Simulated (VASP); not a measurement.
# Sb (P6_3/mmc) in VASP: a series of runs

Sb is run at these levels: PBE+D3(BJ); tasks: single point.

Program: VASP 6.6.1. These are calculated values, not measurements. Logs are shortened: lines on timing, memory, paths and dates and some standing lists are left out, and cuts for length are marked.

## 1. The cell of the first run

Symmetry: P6_3/mmc, No. 194, hexagonal system. Conventional cell: a = 3.470 Å, b = 3.470 Å, c = 5.170 Å, α = 90.00°, β = 90.00°, γ = 120.00°. Within 4.3 Å of Sb (site symmetry -6m2) lie 12 Sb at 3.27 to 3.47 Å.

This isn't the form of Sb at room conditions, which is rhombohedral.

## 2. Single point, PBE+D3(BJ) (strain +0.030 along x and y, -0.030 along z)

INCAR reads:

```
ALGO = Normal
EDIFF = 1E-7
ENCUT = 520
GGA = PE
ISIF = 2
ISMEAR = 0
IVDW = 12
LASPH = T
LCHARG = F
LREAL = F
LWAVE = F
NBANDS = 12
NELM = 60
PREC = Accurate
SIGMA = 0.15
```

KPOINTS reads:

```
k-points
0
Gamma
  18 18 10
```

POSCAR reads:

```
Sb
1.0
    3.4700701849      0.0000000000      0.0000000000
   -1.7350350925      3.0051689330      0.0000000000
    0.0000000000      0.0000000000      5.1701000000
Sb
2
Direct
    0.3333333333      0.6666666667      0.2500000000
    0.6666666667      0.3333333333      0.7500000000
```

Potentials or basis: VASP PAW PBE potentials, release 64 (Sb).

Run with:

```sh
$ cat potpaw_PBE.64/Sb/POTCAR > POTCAR
$ mpirun -np 1 vasp_std > vasp.out
```

OUTCAR:

```text
EDIFF = 1E-7
   ENCUT = 520
   GGA = PE
   ISIF = 2
   ISMEAR = 0
   IVDW = 12
   LASPH = T
   LREAL = F
   NELM = 60
   PREC = Accurate
 IVDW          = 12

 ion  position               nearest neighbor table
   1  0.333  0.667  0.250-   2 3.27   2 3.27   2 3.27   2 3.27   2 3.27   2 3.27
   2  0.667  0.333  0.750-   1 3.27   1 3.27   1 3.27   1 3.27   1 3.27   1 3.27

  LATTYP: Found a hexagonal cell.
 ALAT       =     3.4700701849
 C/A-ratio  =     1.4899122279

  Lattice vectors:

 A1 = (   3.4700701849,   0.0000000000,   0.0000000000)
 A2 = (  -1.7350350925,   3.0051689330,   0.0000000000)
 A3 = (   0.0000000000,   0.0000000000,   5.1701000000)

Analysis of symmetry for initial positions (statically):
=====================================================================
 Subroutine PRICEL returns:
 Original cell was already a primitive cell.

 Routine SETGRP: Setting up the symmetry group for a
 hexagonal supercell.

 Subroutine GETGRP returns: Found 24 space group operations
 (whereof 12 operations were pure point group operations)
 out of a pool of 24 trial point group operations.

The static configuration has the point symmetry D_3d.
 The point group associated with its full space group is D_6h.

Analysis of symmetry for dynamics (positions and initial velocities):
=====================================================================
 Subroutine PRICEL returns:
 Original cell was already a primitive cell.

 Routine SETGRP: Setting up the symmetry group for a
 hexagonal supercell.

 Subroutine GETGRP returns: Found 24 space group operations
 (whereof 12 operations were pure point group operations)
 out of a pool of 24 trial point group operations.

The dynamic configuration has the point symmetry D_3d.
 The point group associated with its full space group is D_6h.

 Subroutine INISYM returns: Found 24 space group operations
 (whereof 12 operations are pure point group operations),
 and found     1 'primitive' translations

----------------------------------------------------------------------------------------

                                     Primitive cell

  volume of cell :      53.9146

  direct lattice vectors                    reciprocal lattice vectors
     3.470070185  0.000000000  0.000000000     0.288178609  0.166379998  0.000000000
    -1.735035092  3.005168933  0.000000000     0.000000000  0.332759995  0.000000000
     0.000000000  0.000000000  5.170100000     0.000000000  0.000000000  0.193419856

  length of vectors
     3.470070185  3.470070185  5.170100000     0.332759995  0.332759995  0.193419856

  position of ions in fractional coordinates (direct lattice)
     0.333333333  0.666666667  0.250000000
     0.666666667  0.333333333  0.750000000

  ion indices of the primitive-cell ions
   primitive index   ion index
                 1           1
                 2           2

----------------------------------------------------------------------------------------

 KPOINTS: k-points

Automatic generation of k-mesh.
 Grid dimensions read from file:
 generate k-points for:   18   18   10

 Generating k-lattice:

  Cartesian coordinates                     Fractional coordinates (reciprocal lattice)
     0.016009923  0.009243333  0.000000000     0.055555556  0.000000000  0.000000000
     0.000000000  0.018486666  0.000000000     0.000000000  0.055555556  0.000000000
     0.000000000  0.000000000  0.019341986     0.000000000  0.000000000  0.100000000

  Length of vectors
     0.018486666  0.018486666  0.019341986

  Shift w.r.t. Gamma in fractional coordinates (k-lattice)
     0.000000000  0.000000000  0.000000000

 Subroutine IBZKPT returns following result:
 ===========================================

 Found    222 irreducible k-points:

 Following reciprocal coordinates:
            Coordinates               Weight
  0.000000  0.000000  0.000000      1.000000
  0.055556  0.000000  0.000000      6.000000
  0.111111  0.000000  0.000000      6.000000
  0.166667  0.000000  0.000000      6.000000
  0.222222  0.000000  0.000000      6.000000
  0.277778  0.000000  0.000000      6.000000
[... 16 lines left out ...]
  0.333333  0.111111  0.000000     12.000000
  0.388889  0.111111  0.000000     12.000000
 [... further k-points ...]
   k-points           NKPTS =    222   k-points in BZ     NKDIM =    222   number of bands    NBANDS=     12
   number of dos      NEDOS =    301   number of ions     NIONS =      2
   total plane-waves  NPLWV =  31360
   dimension x,y,z NGX =    28 NGY =   28 NGZ =   40
   dimension x,y,z NGXF=    56 NGYF=   56 NGZF=   80
   ions per type =               2
   NGX,Y,Z   is equivalent  to a cutoff of  13.41, 13.41, 12.86 a.u.
   NGXF,Y,Z  is equivalent  to a cutoff of  26.83, 26.83, 25.72 a.u.
 SYSTEM =  unknown system
   PREC   = accura    normal or accurate (medium, high low for compatibility)
   ISTART =      0    job   : 0-new  1-cont  2-samecut
   ICHARG =      2    charge: 1-file 2-atom 10-const
   ISPIN  =      1    spin polarized calculation?
   LNONCOLLINEAR =      F non collinear calculations
   LSORBIT =      F    spin-orbit coupling
   LASPH  =      T    aspherical Exc in radial PAW
   ENCUT  =  520.0 eV  38.22 Ry    6.18 a.u.   6.45  6.45  9.61*2*pi/ulx,y,z
   NELM   =     60;   NELMIN=  2; NELMDL= -5     # of ELM steps
   EDIFF  = 0.1E-06   stopping-criterion for ELM
   LREAL  =      F    real-space projection
   EDIFFG = 0.1E-05   stopping-criterion for IOM
   NSW    =      0    number of steps for IOM
   IBRION =     -1    ionic relax: 0-MD 1-quasi-New 2-CG
   NFREE  =      0    steps in history (QN), initial steepest desc. (CG)
   ISIF   =      2    stress and relaxation
   ISYM   =      2    0-nonsym 1-usesym 2-fastsym
   POTIM  = 0.5000    time-step for ionic-motion
   TEBEG  =    0.0;   TEEND  =   0.0 temperature during run
   PSTRESS=    0.0 pullay stress
   NELECT =      10.0000    total number of electrons
   NUPDOWN=      -1.0000    fix difference up-down
   EMIN   =  10.00;   EMAX   =-10.00  energy-range for DOS
   EFERMI =   0.00;   METHOD = LEGACY
   ISMEAR =     0;   SIGMA  =   0.15  broadening in eV -4-tet -1-fermi 0-gaus
   EFERMI_NEDOS =   21; number of points for ismear=-14 and -15
   IALGO  =     38    algorithm
   IMIX   =      4    mixing-type and parameters
     AMIX     =   0.40;   BMIX     =  1.00
     AMIX_MAG =   1.60;   BMIX_MAG =  1.00
  volume/ion in A,a.u.               =      26.96       181.92
  Fermi-wavevector in a.u.,A,eV,Ry     =   0.933626  1.764297 11.859613  0.871657
  Thomas-Fermi vector in A             =   2.060347
   LORBIT       =      0    0 simple, 1 ext, 2 COOP (PROOUT), +10 PAW based schemes
   GGA     = PE    functional components
   LHFCALC =     F    Hartree Fock is set to
   AEXX    =    0.0000 exact exchange contribution
   IVDW    =    12    specifies the selected vdW correction
   LEPSILON=     F    determine dielectric tensor
   LRPA    =     F    only Hartree local field effects (RPA)
 non-spin polarized calculation
 Gauss-broadening in eV      SIGMA  =   0.15
  energy-cutoff  :      520.00
  volume of cell :       53.91
 maximum number of plane-waves:      1483
 NGX is ok and might be reduce to    28
   NGX = 13   NGY = 13   NGZ = 19

 number of electron      10.0000000 magnetization

 number of electron       9.9999999 magnetization

 Free energy of the ion-electron system (eV)
  ---------------------------------------------------
  ext. energy  EPLUGINS =         0.00000000
  ---------------------------------------------------
  free energy    TOTEN  =        -7.71673122 eV

  energy without entropy =       -7.70181698  energy(sigma->0) =       -7.70927410

 E-fermi :   8.4688     XC(G=0): -10.2214

 val. band max:        8.4686673822   @ k =   0.4444   0.0000   0.2000
 cond. band min:       8.4758942412   @ k =   0.2222   0.1667   0.4000
 fundamental gap:      0.0072268590
 Fermi energy:         8.4687989798

 k-point     1 :       0.0000    0.0000    0.0000
  band No.  band energies     occupation
      1      -4.4340      2.00000
      2       0.2181      2.00000
      3       2.8874      2.00000
      4      11.0693      0.00000
      5      11.0693      0.00000
      6      13.0437      0.00000
      7      13.0437      0.00000
      8      14.9484      0.00000
      9      15.0481      0.00000
     10      16.9051      0.00000
     11      18.0497      0.00000
     12      18.0497      0.00000

 k-point     2 :       0.0556    0.0000    0.0000
  band No.  band energies     occupation
      1      -4.3838      2.00000
      2       0.2571      2.00000
      3       2.9405      2.00000
      4      10.5290      0.00000
      5      10.8733      0.00000
      6      12.7985      0.00000
      7      13.1463      0.00000
      8      14.7740      0.00000
      9      15.4163      0.00000
     10      16.7925      0.00000
     11      18.0159      0.00000
     12      18.2180      0.00000

 k-point     3 :       0.1111    0.0000    0.0000
  band No.  band energies     occupation
      1      -4.2332      2.00000
      2       0.3716      2.00000
      3       3.0992      2.00000
      4       9.3805      0.00000
      5      10.4288      0.00000
      6      12.1367      0.00000
      7      13.2887      0.00000
      8      14.2669      0.00000
      9      15.6395      0.00000
     10      16.7435      0.00000
     11      18.0938      0.00000
     12      18.6214      0.00000
[... 286 lines left out ...]
 k-point    23 :       0.3333    0.1111    0.0000
  band No.  band energies     occupation
      1      -1.9540      2.00000
      2       0.9964      2.00000
      3       4.6047      2.00000
      4       5.4595      2.00000
      5       6.7202      2.00000
      6       8.0677      1.99984
      7       9.5174      0.00000
      8      11.3318      0.00000
      9      14.0311      0.00000
     10      14.5872      0.00000
     11      18.5741      0.00000
     12      19.1550      0.00000

 k-point    24 :       0.3889    0.1111    0.0000
  band No.  band energies     occupation
      1      -1.3774      2.00000
      2       0.5939      2.00000
      3       4.5743      2.00000
      4       6.0288      2.00000
      5       6.4528      2.00000
      6       7.4634      2.00000
      7       8.7440      0.00947
      8      11.1904      0.00000
      9      13.8731      0.00000
     10      14.3954      0.00000
     11      18.5611      0.00000
     12      19.0813      0.00000

 [... further k-points ...]

------------------------ aborting loop because EDIFF is reached ----------------------------------------

 Edisp (eV)   -1.04840

 E8    (eV) :    -0.4842

  FORCE on cell =-STRESS in cart. coord.  units (eV):
  Direction    XX          YY          ZZ          XY          YZ          ZX
  --------------------------------------------------------------------------------------
  -------------------------------------------------------------------------------------
  Total      -0.68369    -0.68369    -0.74262     0.00000     0.00000     0.00000
  in kB     -20.31708   -20.31708   -22.06837     0.00000     0.00000     0.00000
  external pressure =      -20.90 kB  Pullay stress =        0.00 kB

 VOLUME and BASIS-vectors are now :
 -----------------------------------------------------------------------------
  energy-cutoff  :      520.00
  volume of cell :       53.91
      direct lattice vectors                 reciprocal lattice vectors
     3.470070185  0.000000000  0.000000000     0.288178609  0.166379998  0.000000000
    -1.735035092  3.005168933  0.000000000     0.000000000  0.332759995  0.000000000
     0.000000000  0.000000000  5.170100000     0.000000000  0.000000000  0.193419856

 POSITION                                       TOTAL-FORCE (eV/Angst)
 -----------------------------------------------------------------------------------
     -0.00000      2.00345      1.29252         0.000000      0.000000      0.000000
      1.73504      1.00172      3.87757        -0.000000     -0.000000      0.000000
 -----------------------------------------------------------------------------------
    total drift:                                0.000000     -0.000000      0.000000

  FREE ENERGIE OF THE ION-ELECTRON SYSTEM (eV)
  ---------------------------------------------------
  free  energy   TOTEN  =        -8.7651348957 eV

  energy  without entropy=       -8.7502206511  energy(sigma->0) =       -8.75767777
```

It took 2.1 min on 1 thread of Intel Xeon 8259CL, shared host; peak memory 0.28 GiB.

What came out:

| Item | Value |
| --- | --- |
| Free energy | -8.7651 eV |
| Pressure | -2.1 GPa |
| Band gap on the k mesh | zero (bands 5 and 6 overlap by 6.71 eV) |
| Dispersion energy per atom | -0.524 eV |

Caveat: the cell differs from its parent crystal (strain +0.030 along x and y, -0.030 along z); spin-orbit coupling is left out, which moves the levels of the heavy elements.

## 3. Single point, PBE+D3(BJ) (strain +0.015 along x and y, +0.000 along z)

INCAR reads:

```
SYSTEM = Sb
ALGO = Normal
EDIFF = 1E-7
ENCUT = 520
GGA = PE
ISIF = 2
ISMEAR = 0
IVDW = 12
LASPH = .True.
LCHARG = .False.
LREAL = .False.
LWAVE = .False.
NBANDS = 12
NELM = 60
PREC = Accurate
SIGMA = 0.15
```

KPOINTS reads:

```
k-points
0
Gamma
  18 18 10
  0 0 0
```

POSCAR reads:

```
Sb
1.0
    3.4195351822      0.0000000000      0.0000000000
   -1.7097675911      2.9614043369      0.0000000000
    0.0000000000      0.0000000000      5.3300000000
Sb
2
Direct
    0.3333333333      0.6666666667      0.2500000000
    0.6666666667      0.3333333333      0.7500000000
```

Potentials or basis: VASP PAW PBE potentials, release 64 (Sb).

Run with:

```sh
$ cat potpaw_PBE.64/Sb/POTCAR > POTCAR
$ mpirun -np 1 vasp_std > vasp.out
```

OUTCAR:

```text
SYSTEM = Sb
   EDIFF = 1E-7
   ENCUT = 520
   GGA = PE
   ISIF = 2
   ISMEAR = 0
   IVDW = 12
   LASPH = .True.
   LREAL = .False.
   NELM = 60
   PREC = Accurate
 IVDW          = 12

 ion  position               nearest neighbor table
   1  0.333  0.667  0.250-   2 3.32   2 3.32   2 3.32   2 3.32   2 3.32   2 3.32
   2  0.667  0.333  0.750-   1 3.32   1 3.32   1 3.32   1 3.32   1 3.32   1 3.32

  LATTYP: Found a hexagonal cell.
 ALAT       =     3.4195351822
 C/A-ratio  =     1.5586913765

  Lattice vectors:

 A1 = (   3.4195351822,   0.0000000000,   0.0000000000)
 A2 = (  -1.7097675911,   2.9614043369,   0.0000000000)
 A3 = (   0.0000000000,   0.0000000000,   5.3300000000)

Analysis of symmetry for initial positions (statically):
=====================================================================
 Subroutine PRICEL returns:
 Original cell was already a primitive cell.

 Routine SETGRP: Setting up the symmetry group for a
 hexagonal supercell.

 Subroutine GETGRP returns: Found 24 space group operations
 (whereof 12 operations were pure point group operations)
 out of a pool of 24 trial point group operations.

The static configuration has the point symmetry D_3d.
[... 177 lines left out ...]
      5      11.5432      0.00000
      6      13.3371      0.00000
      7      13.3371      0.00000
      8      14.4991      0.00000
      9      15.5887      0.00000
     10      17.1903      0.00000
     11      18.2060      0.00000
     12      18.2060      0.00000
[... 331 lines left out ...]
 k-point    24 :       0.3889    0.1111    0.0000
  band No.  band energies     occupation
      1      -1.2349      2.00000
      2       0.6795      2.00000
      3       4.3726      2.00000
      4       6.0347      2.00000
      5       6.2084      2.00000
      6       7.5729      2.00000
      7       8.7543      0.00709
      8      11.0360      0.00000
      9      14.2226      0.00000
     10      14.4001      0.00000
     11      18.5233      0.00000
     12      19.1441      0.00000

 [... further k-points ...]

------------------------ aborting loop because EDIFF is reached ----------------------------------------

 Edisp (eV)   -1.04692

 E8    (eV) :    -0.4834

  FORCE on cell =-STRESS in cart. coord.  units (eV):
  Direction    XX          YY          ZZ          XY          YZ          ZX
  --------------------------------------------------------------------------------------
  -------------------------------------------------------------------------------------
  Total      -0.83852    -0.83852    -0.46055     0.00000     0.00000     0.00000
  in kB     -24.89034   -24.89034   -13.67082     0.00000     0.00000     0.00000
  external pressure =      -21.15 kB  Pullay stress =        0.00 kB

 VOLUME and BASIS-vectors are now :
 -----------------------------------------------------------------------------
  energy-cutoff  :      520.00
  volume of cell :       53.97
      direct lattice vectors                 reciprocal lattice vectors
     3.419535182  0.000000000  0.000000000     0.292437406  0.168838815  0.000000000
    -1.709767591  2.961404337  0.000000000     0.000000000  0.337677631  0.000000000
     0.000000000  0.000000000  5.330000000     0.000000000  0.000000000  0.187617261

 POSITION                                       TOTAL-FORCE (eV/Angst)
 -----------------------------------------------------------------------------------
     -0.00000      1.97427      1.33250         0.000000     -0.000000      0.000000
      1.70977      0.98713      3.99750         0.000000      0.000000      0.000000
 -----------------------------------------------------------------------------------
    total drift:                               -0.000000      0.000000      0.000000

  FREE ENERGIE OF THE ION-ELECTRON SYSTEM (eV)
  ---------------------------------------------------
  free  energy   TOTEN  =        -8.7660124496 eV

  energy  without entropy=       -8.7496501975  energy(sigma->0) =       -8.75783132
```

stdout:

```text
POSCAR found type information on POSCAR Sb
 POSCAR found :  1 types and       2 ions
 scaLAPACK will be used
 LDA part: xc-table for (Slater+PW92), standard interpolation
 POSCAR, INCAR and KPOINTS ok, starting setup
 FFT: planning ... GRIDC
 FFT: planning ... GRID_SOFT
 FFT: planning ... GRID
 WAVECAR not read
 entering main loop
```

Wall time 2.6 min (1 thread of Intel Xeon 8259CL, shared host); peak memory 0.28 GiB.

What came out:

| Property | Result |
| --- | --- |
| Free energy | -8.7660 eV |
| Pressure | -2.1 GPa |
| Band gap on the k mesh | zero (bands 5 and 6 overlap by 7.13 eV) |
| Dispersion energy per atom | -0.523 eV |

Caveat: the cell differs from its parent crystal (strain +0.015 along x and y, +0.000 along z); spin-orbit coupling is left out, which moves the levels of the heavy elements.

(Part 1 of 2 ends here.)
